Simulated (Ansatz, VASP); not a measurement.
# RePb in VASP and in Ansatz

```
Re Pb
1.0
     3.37369    0.00000    0.00000
     0.00000    3.37369    0.00000
     0.00000    0.00000    3.37369
Re Pb
1 1
Direct
  0.00000 0.00000 0.00000
  0.50000 0.50000 0.50000
```

Alike in both runs: task relaxation of cell and atoms; functional PBE; k mesh 16 × 16 × 16; occupations gaussian, width 0.1 eV; no spin polarisation.

```csv
,VASP,Ansatz
version,VASP 6.6.1,Ansatz 0.2.0
potentials or method,"VASP PAW PBE potentials, release 64 (Re, Pb_d), cutoff 600 eV","scalar-relativistic, plane waves, PAW"
valence electrons in the cell,21,29
```

```tsv
	VASP	Ansatz	Ansatz less VASP
gap on the k mesh at the Fermi level, each at its own relaxed structure (eV)	none	none	-
relaxed volume (Å³/atom)	19.18	19.18	+0.003
relaxed cell length with the largest relative difference (Å)	3.373	3.373	+0.0002
```

A gap of «none» marks a metal or a gap that the smearing closes. VASP's potentials hold 21 valence electrons a cell and Ansatz's 29, so a difference there can come from the potentials and not from the codes.

Neither program's run includes spin-orbit coupling.
